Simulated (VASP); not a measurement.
# ZnS in VASP: single point with PBE+D3(BJ)

Aim: the single point of ZnS with PBE+D3(BJ).

Everything below comes from runs of VASP 6.6.1. Logs are shortened: lines on timing, memory, paths and dates and some standing lists are left out, and cuts for length are marked.

### 1 The cell of the first run

The cell holds a slab with vacuum, 24 atoms: a = 7.602 Å, b = 7.602 Å, c = 22.983 Å, α = 90.00°, β = 90.00°, γ = 120.00°.

### 2 Single point, PBE+D3(BJ)

The input, INCAR:

```
PREC     = Accurate       # precision mode
ENCUT    = 520            # plane-wave cutoff, eV
EDIFF    = 1E-6           # SCF threshold, eV
ISMEAR   = 0              # smearing method
SIGMA    = 0.05           # smearing width, eV
LREAL    = Auto         
LASPH    = T              # aspherical terms in the spheres
NELM     = 60             # most SCF steps
ALGO     = Normal         # electronic algorithm
ISIF     = 2              # what is computed and relaxed
LWAVE    = F              # write WAVECAR
LCHARG   = T              # write CHGCAR
LDIPOL   = T            
IDIPOL   = 3            
DIPOL    = 0.5 0.5 0.493
GGA      = PE             # functional
IVDW     = 12             # dispersion correction
LELF     = T              # ELF
LVHAR    = T            
LVACPOTAV= T            
NBANDS   = 126            # bands
```

The input, KPOINTS:

```
regular mesh
0
Gamma
  3 3 1
```

The input, POSCAR:

```
ZnS
1.0
    7.6016913818      0.0000000000      0.0000000000
   -3.8008456909      6.5832578483      0.0000000000
    0.0000000000      0.0000000000     22.9825994003
S Zn
12 12
Direct
    0.5000000000      0.0000000000      0.3480894333
    0.5000000000      0.5000000000      0.3480894333
    0.0000000000      0.0000000000      0.3480894333
    0.0000000000      0.5000000000      0.3480894333
    0.6666666667      0.8333333333      0.4831210481
    0.6666666667      0.3333333333      0.4831210481
    0.1666666667      0.8333333333      0.4831210481
    0.1666666667      0.3333333333      0.4831210481
    0.8333333333      0.6666666667      0.6267113253
    0.8333333333      0.1666666667      0.6267113253
    0.3333333333      0.6666666667      0.6267113253
    0.3333333333      0.1666666667      0.6267113253
    0.1666666667      0.8333333333      0.3818473370
    0.1666666667      0.3333333333      0.3818473370
    0.6666666667      0.8333333333      0.3818473370
    0.6666666667      0.3333333333      0.3818473370
    0.3333333333      0.6666666667      0.5095576336
    0.3333333333      0.1666666667      0.5095576336
    0.8333333333      0.6666666667      0.5095576336
    0.8333333333      0.1666666667      0.5095576336
    0.5000000000      0.5000000000      0.6088254673
    0.5000000000      0.0000000000      0.6088254673
    0.0000000000      0.5000000000      0.6088254673
    0.0000000000      0.0000000000      0.6088254673
```

Potentials or basis: VASP PAW PBE potentials, release 64 (S, Zn).

Command:

```console
$ cat potpaw_PBE.64/S/POTCAR potpaw_PBE.64/Zn/POTCAR > POTCAR
$ mpirun -np 1 vasp_std > vasp.out
```

OUTCAR:

```text
PREC = Accurate
   ENCUT = 520
   EDIFF = 1E-6
   ISMEAR = 0
   LREAL = Auto
   LASPH = T
   NELM = 60
   ISIF = 2
   GGA = PE
   IVDW = 12
 IVDW          = 12

 ion  position               nearest neighbor table
   1  0.500  0.000  0.348-  16 2.33  13 2.33  15 2.33
   2  0.500  0.500  0.348-  15 2.33  14 2.33  16 2.33
   3  0.000  0.000  0.348-  14 2.33  15 2.33  13 2.33
   4  0.000  0.500  0.348-  13 2.33  16 2.33  14 2.33
   5  0.667  0.833  0.483-  19 2.28  20 2.28  17 2.28  15 2.33
   6  0.667  0.333  0.483-  20 2.28  19 2.28  18 2.28  16 2.33
   7  0.167  0.833  0.483-  17 2.28  18 2.28  19 2.28  13 2.33
   8  0.167  0.333  0.483-  18 2.28  17 2.28  20 2.28  14 2.33
   9  0.833  0.667  0.627-  24 2.23  21 2.23  23 2.23  19 2.69
  10  0.833  0.167  0.627-  23 2.23  22 2.23  24 2.23  20 2.69
[... 8 lines left out ...]
  19  0.833  0.667  0.510-   5 2.28   6 2.28   7 2.28   9 2.69
  20  0.833  0.167  0.510-   6 2.28   5 2.28   8 2.28  10 2.69
  21  0.500  0.500  0.609-  12 2.23   9 2.23  11 2.23
  22  0.500  0.000  0.609-  11 2.23  10 2.23  12 2.23
  23  0.000  0.500  0.609-  10 2.23  11 2.23   9 2.23
  24  0.000  0.000  0.609-   9 2.23  12 2.23  10 2.23

  LATTYP: Found a hexagonal cell.
 ALAT       =     7.6016913818
 C/A-ratio  =     3.0233533889

  Lattice vectors:

 A1 = (   7.6016913818,   0.0000000000,   0.0000000000)
 A2 = (  -3.8008456909,   6.5832578483,   0.0000000000)
 A3 = (   0.0000000000,   0.0000000000,  22.9825994003)

Analysis of symmetry for initial positions (statically):
=====================================================================
 Subroutine PRICEL returns following result:

  LATTYP: Found a hexagonal cell.
 ALAT       =     3.8008456909
 C/A-ratio  =     6.0467067777

  Lattice vectors:

 A1 = (   3.8008456909,   0.0000000000,   0.0000000000)
 A2 = (  -1.9004228455,   3.2916289241,   0.0000000000)
 A3 = (   0.0000000000,   0.0000000000,  22.9825994003)

   4 primitive cells build up your supercell.

 Routine SETGRP: Setting up the symmetry group for a
 hexagonal supercell.

 Subroutine GETGRP returns: Found  6 space group operations
 (whereof  6 operations were pure point group operations)
 out of a pool of 24 trial point group operations.

The static configuration has the point symmetry C_3v.

Analysis of symmetry for dynamics (positions and initial velocities):
=====================================================================
 Subroutine PRICEL returns following result:

  LATTYP: Found a hexagonal cell.
 ALAT       =     3.8008456909
 C/A-ratio  =     6.0467067777

  Lattice vectors:

 A1 = (   3.8008456909,   0.0000000000,   0.0000000000)
 A2 = (  -1.9004228455,   3.2916289241,   0.0000000000)
 A3 = (   0.0000000000,   0.0000000000,  22.9825994003)

   4 primitive cells build up your supercell.

 Routine SETGRP: Setting up the symmetry group for a
 hexagonal supercell.

 Subroutine GETGRP returns: Found  6 space group operations
 (whereof  6 operations were pure point group operations)
 out of a pool of 24 trial point group operations.

The dynamic configuration has the point symmetry C_3v.

 Subroutine INISYM returns: Found  6 space group operations
 (whereof  6 operations are pure point group operations),
 and found     4 'primitive' translations

----------------------------------------------------------------------------------------

                                     Primitive cell

  volume of cell :     287.5347

  direct lattice vectors                    reciprocal lattice vectors
     3.800845691  0.000000000  0.000000000     0.263099342  0.151900476  0.000000000
    -1.900422845  3.291628924  0.000000000     0.000000000  0.303800952  0.000000000
     0.000000000  0.000000000 22.982599400     0.000000000  0.000000000  0.043511179

  length of vectors
     3.800845691  3.800845691 22.982599400     0.303800952  0.303800952  0.043511179

  position of ions in fractional coordinates (direct lattice)
     0.000000000  0.000000000  0.348089433
     0.333333333  0.666666667  0.483121048
     0.666666667  0.333333333  0.626711325
     0.333333333  0.666666667  0.381847337
     0.666666667  0.333333333  0.509557634
     0.000000000  0.000000000  0.608825467

  ion indices of the primitive-cell ions
   primitive index   ion index
                 1           1
                 2           5
                 3          12
                 4          15
                 5          18
                 6          22

----------------------------------------------------------------------------------------

 KPOINTS: regular mesh

Automatic generation of k-mesh.
 Grid dimensions read from file:
 generate k-points for:    3    3    1

 Generating k-lattice:

  Cartesian coordinates                     Fractional coordinates (reciprocal lattice)
     0.043849890  0.025316746  0.000000000     0.333333333 -0.000000000  0.000000000
     0.000000000  0.050633492  0.000000000     0.000000000  0.333333333  0.000000000
     0.000000000  0.000000000  0.043511179     0.000000000  0.000000000  1.000000000

  Length of vectors
     0.050633492  0.050633492  0.043511179

  Shift w.r.t. Gamma in fractional coordinates (k-lattice)
     0.000000000  0.000000000  0.000000000

 Subroutine IBZKPT returns following result:
 ===========================================

 Found      3 irreducible k-points:

 Following reciprocal coordinates:
            Coordinates               Weight
  0.000000  0.000000  0.000000      1.000000
  0.333333  0.000000  0.000000      6.000000
  0.333333  0.333333  0.000000      2.000000
   k-points           NKPTS =      3   k-points in BZ     NKDIM =      3   number of bands    NBANDS=    126
   number of dos      NEDOS =    301   number of ions     NIONS =     24
   total plane-waves  NPLWV = 648000
   dimension x,y,z NGX =    60 NGY =   60 NGZ =  180
   dimension x,y,z NGXF=   120 NGYF=  120 NGZF=  360
   ions per type =              12  12
   NGX,Y,Z   is equivalent  to a cutoff of  13.12, 13.12, 13.02 a.u.
   NGXF,Y,Z  is equivalent  to a cutoff of  26.24, 26.24, 26.04 a.u.
 SYSTEM =  unknown system
   PREC   = accura    normal or accurate (medium, high low for compatibility)
   ISTART =      0    job   : 0-new  1-cont  2-samecut
   ICHARG =      2    charge: 1-file 2-atom 10-const
   ISPIN  =      1    spin polarized calculation?
   LNONCOLLINEAR =      F non collinear calculations
   LSORBIT =      F    spin-orbit coupling
   LASPH  =      T    aspherical Exc in radial PAW
   ENCUT  =  520.0 eV  38.22 Ry    6.18 a.u.  14.13 14.13 42.73*2*pi/ulx,y,z
   NELM   =     60;   NELMIN=  2; NELMDL= -5     # of ELM steps
   EDIFF  = 0.1E-05   stopping-criterion for ELM
   LREAL  =      T    real-space projection
   EDIFFG = 0.1E-04   stopping-criterion for IOM
   NSW    =      0    number of steps for IOM
   IBRION =     -1    ionic relax: 0-MD 1-quasi-New 2-CG
   NFREE  =      0    steps in history (QN), initial steepest desc. (CG)
   ISIF   =      2    stress and relaxation
   ISYM   =      2    0-nonsym 1-usesym 2-fastsym
   POTIM  = 0.5000    time-step for ionic-motion
   TEBEG  =    0.0;   TEEND  =   0.0 temperature during run
   PSTRESS=    0.0 pullay stress
   NELECT =     216.0000    total number of electrons
   NUPDOWN=      -1.0000    fix difference up-down
   EMIN   =  10.00;   EMAX   =-10.00  energy-range for DOS
   EFERMI =   0.00;   METHOD = LEGACY
   ISMEAR =     0;   SIGMA  =   0.05  broadening in eV -4-tet -1-fermi 0-gaus
   EFERMI_NEDOS =   21; number of points for ismear=-14 and -15
   IALGO  =     38    algorithm
   IMIX   =      4    mixing-type and parameters
     AMIX     =   0.40;   BMIX     =  1.00
     AMIX_MAG =   1.60;   BMIX_MAG =  1.00
  volume/ion in A,a.u.               =      47.92       323.40
  Fermi-wavevector in a.u.,A,eV,Ry     =   0.937510  1.771637 11.958506  0.878925
  Thomas-Fermi vector in A             =   2.064628
   LORBIT       =      0    0 simple, 1 ext, 2 COOP (PROOUT), +10 PAW based schemes
   GGA     = PE    functional components
   LHFCALC =     F    Hartree Fock is set to
   AEXX    =    0.0000 exact exchange contribution
   IVDW    =    12    specifies the selected vdW correction
   LEPSILON=     F    determine dielectric tensor
   LRPA    =     F    only Hartree local field effects (RPA)
 non-spin polarized calculation
 Gauss-broadening in eV      SIGMA  =   0.05
  energy-cutoff  :      520.00
  volume of cell :     1150.14
 maximum number of plane-waves:     30990
 NGX is ok and might be reduce to    60
   NGX = 29   NGY = 29   NGZ = 85

 number of electron     216.0000185 magnetization

 dipolmoment           0.000000      0.000000     -1.010537 electrons x Angstroem

 Free energy of the ion-electron system (eV)
  ---------------------------------------------------
  ext. energy  EPLUGINS =         0.00000000
  ---------------------------------------------------
  free energy    TOTEN  =       -75.17218953 eV

  energy without entropy =      -75.16134291  energy(sigma->0) =      -75.16676622

 E-fermi :  -1.3449     XC(G=0):  -4.4098

 val. band max:       -1.5694726359   @ k =   0.0000   0.0000   0.0000
 cond. band min:      -1.3196859837   @ k =   0.0000   0.0000   0.0000
 fundamental gap:      0.2497866522
 Fermi energy:        -1.3449495037

 k-point     1 :       0.0000    0.0000    0.0000
  band No.  band energies     occupation
      1     -17.2599      2.00000
      2     -16.4569      2.00000
      3     -16.4569      2.00000
      4     -16.4569      2.00000
      5     -16.4389      2.00000
      6     -15.7846      2.00000
[... 112 lines left out ...]
    119       0.3931      0.00000
    120       1.1746      0.00000

 k-point     2 :       0.3333    0.0000    0.0000
  band No.  band energies     occupation
      1     -17.0826      2.00000
      2     -16.6844      2.00000
      3     -16.4648      2.00000
      4     -16.4648      2.00000
      5     -16.2900      2.00000
      6     -15.9644      2.00000
[... 112 lines left out ...]
    119       1.1586      0.00000
    120       1.2472      0.00000

 k-point     3 :       0.3333    0.3333    0.0000
  band No.  band energies     occupation
      1     -16.7918      2.00000
      2     -16.7918      2.00000
      3     -16.7918      2.00000
      4     -16.3535      2.00000
      5     -16.0504      2.00000
      6     -16.0504      2.00000
[... 112 lines left out ...]
    119       1.2449      0.00000
    120       2.0617      0.00000
 [bands above 120 left out]

------------------------ aborting loop because EDIFF is reached ----------------------------------------

 Edisp (eV)   -6.15111

 E8    (eV) :    -2.5167

  FORCE on cell =-STRESS in cart. coord.  units (eV):
  Direction    XX          YY          ZZ          XY          YZ          ZX
  --------------------------------------------------------------------------------------
  -------------------------------------------------------------------------------------
  Total       5.55738     5.55738     6.14325    -0.00000    -0.00000    -0.00000
  in kB       7.74159     7.74159     8.55773    -0.00000    -0.00000    -0.00000
  external pressure =        8.01 kB  Pullay stress =        0.00 kB

 VOLUME and BASIS-vectors are now :
 -----------------------------------------------------------------------------
  energy-cutoff  :      520.00
  volume of cell :     1150.14
      direct lattice vectors                 reciprocal lattice vectors
     7.601691382  0.000000000  0.000000000     0.131549671  0.075950238  0.000000000
    -3.800845691  6.583257848  0.000000000     0.000000000  0.151900476  0.000000000
     0.000000000  0.000000000 22.982599400     0.000000000  0.000000000  0.043511179

 POSITION                                       TOTAL-FORCE (eV/Angst)
 -----------------------------------------------------------------------------------
      3.80085      0.00000      8.00000        -0.000000      0.000000      0.623007
      1.90042      3.29163      8.00000        -0.000000      0.000000      0.623007
      0.00000      0.00000      8.00000        -0.000000      0.000000      0.623007
     -1.90042      3.29163      8.00000        -0.000000      0.000000      0.623007
      1.90042      5.48605     11.10338         0.000000      0.000000      0.837215
      3.80085      2.19442     11.10338        -0.000000      0.000000      0.837215
[... 16 lines left out ...]
     -1.90042      3.29163     13.99239         0.000000     -0.000000     -0.025111
      0.00000      0.00000     13.99239         0.000000      0.000000     -0.025111
 -----------------------------------------------------------------------------------
    total drift:                               -0.000013      0.000001     -0.018047

  FREE ENERGIE OF THE ION-ELECTRON SYSTEM (eV)
  ---------------------------------------------------
  free  energy   TOTEN  =       -81.3233014852 eV

  energy  without entropy=      -81.3124548653  energy(sigma->0) =      -81.31787818

 vacuum level on the upper side and lower side of the slab         1.679         5.334
```

Run time: 51 min. Hardware: 1 thread of Intel Xeon Platinum 8259CL at 2.50GHz (Skylake/Cascade Lake), shared host; peak memory 1.2 GiB.

Results:

```yaml
Free_energy: -81.3233 eV
Largest_force: 1.480 eV/Å
Band_gap_on_the_k_mesh: zero (filled and empty bands touch)
Dispersion_energy_per_atom: -0.256 eV
```

Forces in eV/Å, atoms in the order of the input:
```
S    0.000  0.000  0.623
S    0.000  0.000  0.623
S    0.000  0.000  0.623
S    0.000  0.000  0.623
S    0.000  0.000  0.837
S    0.000  0.000  0.837
S    0.000  0.000  0.837
S    0.000  0.000  0.837
S    0.000  0.000  0.043
S    0.000  0.000  0.043
S    0.000  0.000  0.043
S    0.000  0.000  0.043
Zn   0.000  0.000 -1.480
Zn   0.000  0.000 -1.480
Zn   0.000  0.000 -1.480
Zn   0.000  0.000 -1.480
Zn   0.000  0.000  0.003
Zn   0.000  0.000  0.003
Zn   0.000  0.000  0.003
Zn   0.000  0.000  0.003
Zn   0.000  0.000 -0.025
Zn   0.000  0.000 -0.025
Zn   0.000  0.000 -0.025
Zn   0.000  0.000 -0.025
```

Levels at points of the mesh, in eV from the Fermi level:
| k point | band 104 | band 105 | band 106 | band 107 | band 108 | band 109 | band 110 | band 111 | band 112 | band 113 |
| --- | --- | --- | --- | --- | --- | --- | --- | --- | --- | --- |
| (0.00, 0.00, 0.00) | -0.90 | -0.90 | -0.90 | -0.22 | 0.03 | 0.03 | 0.03 | 0.04 | 0.04 | 0.76 |

The gap in the log of VASP goes by the Fermi energy; the results here count the filled bands.